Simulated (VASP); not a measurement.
# Mo (Im-3m) in VASP: a series of runs

The runs below take Mo through single point, with LDA.

Program: VASP 6.6.1. These are calculated values, not measurements. Logs are shortened: lines on timing, memory, paths and dates and some standing lists are left out, and cuts for length are marked.

### Step 1. The cell of the first run

It takes space group Im-3m (No. 229, cubic). The conventional cell has a = 3.048 Å, b = 3.048 Å, c = 3.048 Å, α = 90.00°, β = 90.00°, γ = 90.00°. Within 3.5 Å of Mo (site symmetry m-3m) lie 14 Mo at 2.64 to 3.05 Å.

### Step 2. Single point, LDA (volume scaled by 0.94)

Contents of INCAR:

```
PREC = Accurate
ENCUT = 520
EDIFF = 1E-6
ISMEAR = -1
SIGMA = 0.1
LREAL = F
LASPH = T
NELM = 60
ALGO = Normal
ISIF = 2
LWAVE = F
LCHARG = F
NBANDS = 13
```

Contents of KPOINTS:

```
regular mesh
0
Gamma
  19 19 19
```

Contents of POSCAR:

```
Mo
1.0
   -1.5238966016      1.5238966016      1.5238966016
    1.5238966016     -1.5238966016      1.5238966016
    1.5238966016      1.5238966016     -1.5238966016
Mo
1
Direct
    0.0000000000      0.0000000000      0.0000000000
```

Potentials or basis: VASP PAW LDA potentials, release 64 (Mo_sv).

Launch:

```bash
> cat potpaw_LDA.64/Mo_sv/POTCAR > POTCAR
> mpirun -np 1 vasp_std > vasp.out
```

OUTCAR:

```text
PREC = Accurate
   ENCUT = 520
   EDIFF = 1E-6
   ISMEAR = -1
   LREAL = F
   LASPH = T
   NELM = 60
   ISIF = 2

 ion  position               nearest neighbor table
   1  0.000  0.000  0.000-

  LATTYP: Found a body centered cubic cell.
 ALAT       =     3.0477932032

  Lattice vectors:

 A1 = (  -1.5238966016,   1.5238966016,   1.5238966016)
 A2 = (   1.5238966016,  -1.5238966016,   1.5238966016)
 A3 = (   1.5238966016,   1.5238966016,  -1.5238966016)

Analysis of symmetry for initial positions (statically):
=====================================================================
 Subroutine PRICEL returns:
 Original cell was already a primitive cell.

 Routine SETGRP: Setting up the symmetry group for a
 body centered cubic supercell.

 Subroutine GETGRP returns: Found 48 space group operations
 (whereof 48 operations were pure point group operations)
 out of a pool of 48 trial point group operations.

The static configuration has the point symmetry O_h .

Analysis of symmetry for dynamics (positions and initial velocities):
=====================================================================
 Subroutine PRICEL returns:
 Original cell was already a primitive cell.

 Routine SETGRP: Setting up the symmetry group for a
 body centered cubic supercell.

 Subroutine GETGRP returns: Found 48 space group operations
 (whereof 48 operations were pure point group operations)
 out of a pool of 48 trial point group operations.

The dynamic configuration has the point symmetry O_h .

 Subroutine INISYM returns: Found 48 space group operations
 (whereof 48 operations are pure point group operations),
 and found     1 'primitive' translations

----------------------------------------------------------------------------------------

                                     Primitive cell

  volume of cell :      14.1555

  direct lattice vectors                    reciprocal lattice vectors
    -1.523896602  1.523896602  1.523896602     0.000000000  0.328106250  0.328106250
     1.523896602 -1.523896602  1.523896602     0.328106250  0.000000000  0.328106250
     1.523896602  1.523896602 -1.523896602     0.328106250  0.328106250  0.000000000

  length of vectors
     2.639466339  2.639466339  2.639466339     0.464012309  0.464012309  0.464012309

  position of ions in fractional coordinates (direct lattice)
     0.000000000  0.000000000  0.000000000

  ion indices of the primitive-cell ions
   primitive index   ion index
                 1           1

----------------------------------------------------------------------------------------

 KPOINTS: regular mesh

Automatic generation of k-mesh.
 Grid dimensions read from file:
 generate k-points for:   19   19   19

 Generating k-lattice:

  Cartesian coordinates                     Fractional coordinates (reciprocal lattice)
     0.000000000  0.017268750  0.017268750     0.052631579  0.000000000  0.000000000
     0.017268750  0.000000000  0.017268750     0.000000000  0.052631579  0.000000000
     0.017268750  0.017268750  0.000000000     0.000000000  0.000000000  0.052631579

  Length of vectors
     0.024421700  0.024421700  0.024421700

  Shift w.r.t. Gamma in fractional coordinates (k-lattice)
     0.000000000  0.000000000  0.000000000

 Subroutine IBZKPT returns following result:
 ===========================================

 Found    220 irreducible k-points:

 Following reciprocal coordinates:
            Coordinates               Weight
  0.000000  0.000000  0.000000      1.000000
  0.052632  0.000000  0.000000     12.000000
  0.105263  0.000000  0.000000     12.000000
  0.157895  0.000000  0.000000     12.000000
  0.210526  0.000000  0.000000     12.000000
  0.263158  0.000000  0.000000     12.000000
[... 16 lines left out ...]
  0.263158  0.105263  0.000000     48.000000
  0.315789  0.105263  0.000000     48.000000
 [... further k-points ...]
   k-points           NKPTS =    220   k-points in BZ     NKDIM =    220   number of bands    NBANDS=     13
   number of dos      NEDOS =    301   number of ions     NIONS =      1
   total plane-waves  NPLWV =   8000
   dimension x,y,z NGX =    20 NGY =   20 NGZ =   20
   dimension x,y,z NGXF=    40 NGYF=   40 NGZF=   40
   ions per type =               1
   NGX,Y,Z   is equivalent  to a cutoff of  12.60, 12.60, 12.60 a.u.
   NGXF,Y,Z  is equivalent  to a cutoff of  25.19, 25.19, 25.19 a.u.
 SYSTEM =  unknown system
   PREC   = accura    normal or accurate (medium, high low for compatibility)
   ISTART =      0    job   : 0-new  1-cont  2-samecut
   ICHARG =      2    charge: 1-file 2-atom 10-const
   ISPIN  =      1    spin polarized calculation?
   LNONCOLLINEAR =      F non collinear calculations
   LSORBIT =      F    spin-orbit coupling
   LASPH  =      T    aspherical Exc in radial PAW
   ENCUT  =  520.0 eV  38.22 Ry    6.18 a.u.   4.91  4.91  4.91*2*pi/ulx,y,z
   NELM   =     60;   NELMIN=  2; NELMDL= -5     # of ELM steps
   EDIFF  = 0.1E-05   stopping-criterion for ELM
   LREAL  =      F    real-space projection
[... 7 lines left out ...]
   TEBEG  =    0.0;   TEEND  =   0.0 temperature during run
   PSTRESS=    0.0 pullay stress
   NELECT =      14.0000    total number of electrons
   NUPDOWN=      -1.0000    fix difference up-down
   EMIN   =  10.00;   EMAX   =-10.00  energy-range for DOS
   EFERMI =   0.00;   METHOD = LEGACY
   ISMEAR =    -1;   SIGMA  =   0.10  broadening in eV -4-tet -1-fermi 0-gaus
   EFERMI_NEDOS =   21; number of points for ismear=-14 and -15
   IALGO  =     38    algorithm
   IMIX   =      4    mixing-type and parameters
     AMIX     =   0.40;   BMIX     =  1.00
     AMIX_MAG =   1.60;   BMIX_MAG =  1.00
  volume/ion in A,a.u.               =      14.16        95.53
  Fermi-wavevector in a.u.,A,eV,Ry     =   1.631080  3.082295 36.197252  2.660423
  Thomas-Fermi vector in A             =   2.723275
   LORBIT       =      0    0 simple, 1 ext, 2 COOP (PROOUT), +10 PAW based schemes
   GGA     = CA    functional components
   LHFCALC =     F    Hartree Fock is set to
   AEXX    =    0.0000 exact exchange contribution
   IVDW    =     0    specifies the selected vdW correction
   LEPSILON=     F    determine dielectric tensor
   LRPA    =     F    only Hartree local field effects (RPA)
 non-spin polarized calculation
  energy-cutoff  :      520.00
  volume of cell :       14.16
 maximum number of plane-waves:       394
   NGX =  9   NGY =  9   NGZ =  9

 number of electron      14.0000002 magnetization

 Free energy of the ion-electron system (eV)
  ---------------------------------------------------
  ext. energy  EPLUGINS =         0.00000000
  ---------------------------------------------------
  free energy    TOTEN  =       -12.07817718 eV

  energy without entropy =      -12.05848641  energy(sigma->0) =      -12.06833179

 E-fermi :  14.1673     XC(G=0): -14.1649

 val. band max:       14.1457965780   @ k =   0.3684   0.1053   0.1053
 cond. band min:      14.1776037674   @ k =   0.3684   0.1053  -0.0000
 fundamental gap:      0.0318071894
 Fermi energy:        14.1673081996

 k-point     1 :       0.0000    0.0000    0.0000
  band No.  band energies     occupation
      1     -46.8372      2.00000
      2     -20.0032      2.00000
      3     -20.0032      2.00000
      4     -20.0032      2.00000
      5       6.6242      2.00000
      6      12.5599      2.00000
      7      12.5599      2.00000
      8      12.5599      2.00000
      9      15.9500      0.00000
     10      15.9500      0.00000
     11      29.0855      0.00000
     12      29.0855      0.00000
     13      29.0855      0.00000

 k-point     2 :       0.0526    0.0000    0.0000
  band No.  band energies     occupation
      1     -46.8267      2.00000
      2     -20.0603      2.00000
      3     -20.0204      2.00000
      4     -20.0038      2.00000
      5       6.7632      2.00000
      6      12.4780      2.00000
      7      12.5470      2.00000
      8      12.6922      2.00000
      9      15.8217      0.00000
     10      15.9507      0.00000
     11      29.1987      0.00000
     12      29.3196      0.00000
     13      29.3990      0.00000

 k-point     3 :       0.1053    0.0000    0.0000
  band No.  band energies     occupation
      1     -46.7961      2.00000
      2     -20.2234      2.00000
      3     -20.0699      2.00000
      4     -20.0055      2.00000
      5       7.1579      2.00000
      6      12.2496      2.00000
      7      12.4925      2.00000
      8      13.0844      1.99996
      9      15.5354      0.00000
     10      15.9584      0.00000
     11      29.4875      0.00000
     12      30.0030      0.00000
     13      30.2120      0.00000
[... 305 lines left out ...]
 k-point    23 :       0.2632    0.1053    0.0000
  band No.  band energies     occupation
      1     -46.5411      2.00000
      2     -21.3971      2.00000
      3     -20.4674      2.00000
      4     -20.0918      2.00000
      5       9.0907      2.00000
      6      10.8786      2.00000
      7      12.5934      2.00000
      8      15.3365      0.00002
      9      16.6421      0.00000
     10      17.5768      0.00000
     11      28.7054      0.00000
     12      30.3560      0.00000
     13      34.8468      0.00000

 k-point    24 :       0.3158    0.1053    0.0000
  band No.  band energies     occupation
      1     -46.4875      2.00000
      2     -21.6168      2.00000
      3     -20.5653      2.00000
      4     -20.0972      2.00000
      5       8.8960      2.00000
      6      10.6279      2.00000
      7      13.4175      1.99889
      8      15.6736      0.00000
      9      16.8264      0.00000
     10      18.8192      0.00000
     11      27.8354      0.00000
     12      29.1759      0.00000
     13      34.0912      0.00000

 [... further k-points ...]

------------------------ aborting loop because EDIFF is reached ----------------------------------------

  FORCE on cell =-STRESS in cart. coord.  units (eV):
  Direction    XX          YY          ZZ          XY          YZ          ZX
  --------------------------------------------------------------------------------------
  -------------------------------------------------------------------------------------
  Total        1.9433712      1.9433712      1.9433712      0.0000000      0.0000000      0.0000000
  in kB      219.9580510    219.9580510    219.9580510      0.0000000      0.0000000      0.0000000
  external PRESSURE =     219.9580510 kB  Pullay stress =       0.0000000 kB

 VOLUME and BASIS-vectors are now :
 -----------------------------------------------------------------------------
  energy-cutoff  :      520.00
  volume of cell :       14.16
      direct lattice vectors                 reciprocal lattice vectors
    -1.523896602  1.523896602  1.523896602     0.000000000  0.328106250  0.328106250
     1.523896602 -1.523896602  1.523896602     0.328106250  0.000000000  0.328106250
     1.523896602  1.523896602 -1.523896602     0.328106250  0.328106250  0.000000000

 POSITION                                       TOTAL-FORCE (eV/Angst)
 -----------------------------------------------------------------------------------
      0.00000      0.00000      0.00000        -0.000000     -0.000000      0.000000
 -----------------------------------------------------------------------------------
    total drift:                                0.000000     -0.000000      0.000000

  FREE ENERGIE OF THE ION-ELECTRON SYSTEM (eV)
  ---------------------------------------------------
  free  energy   TOTEN  =       -12.0781771768 eV

  energy  without entropy=      -12.0584864090  energy(sigma->0) =      -12.06833179
```

Wall time 14 s (1 thread of AMD EPYC 9R45 (Zen 5), shared host); peak memory 0.12 GiB.

What came out:

| Quantity | Value |
| --- | --- |
| Free energy | -12.0782 eV |
| Pressure | 22.0 GPa |
| Band gap on the k mesh | zero (band 7 reaches 18.53 eV, above the bottom of band 8 at 12.56 eV) |

Caveat: the cell differs from its parent crystal (volume scaled by 0.94).

### Step 3. Single point, LDA

This run uses another cell than the first one, of 15.06 Å³/atom, 1.064 times its volume.

Contents of INCAR:

```
SYSTEM = Mo
  PREC = Accurate
  ENCUT = 520
  EDIFF = 1E-6
  ISMEAR = -1
  SIGMA = 0.1
  LREAL = .FALSE.
  LASPH = .TRUE.
  NELM = 80
  ALGO = Normal
  ISIF = 2
  LWAVE = .FALSE.
  LCHARG = .FALSE.
  GGA = CA
  NBANDS = 13
```

Contents of KPOINTS:

```
regular mesh
0
G
  19 19 19
  0 0 0
```

Contents of POSCAR:

```
Mo
1.0
   -1.5556535439      1.5556535439      1.5556535439
    1.5556535439     -1.5556535439      1.5556535439
    1.5556535439      1.5556535439     -1.5556535439
Mo
1
Direct
    0.0000000000      0.0000000000      0.0000000000
```

Potentials or basis: VASP PAW LDA potentials, release 64 (Mo_sv).

Launch:

```bash
> cat potpaw_LDA.64/Mo_sv/POTCAR > POTCAR
> mpirun -np 1 vasp_std > vasp.out
```

It took 14 s on 1 thread of AMD EPYC 9R45 (Zen 5), shared host; peak memory 0.12 GiB.

Results (log left out):

```
Free energy            : -12.1411 eV
Pressure               : 1.2 GPa
Band gap on the k mesh : zero (band 7 reaches 17.11 eV, above the bottom of band 8 at 11.63 eV)
```

Levels at points of the mesh, in eV from the Fermi level:
| k point | band 4 | band 5 | band 6 | band 7 | band 8 | band 9 | band 10 | band 11 |
| --- | --- | --- | --- | --- | --- | --- | --- | --- |
| (0.00, 0.00, 0.00) | -34.30 | -7.35 | -1.46 | -1.46 | -1.46 | 1.69 | 1.69 | 14.87 |
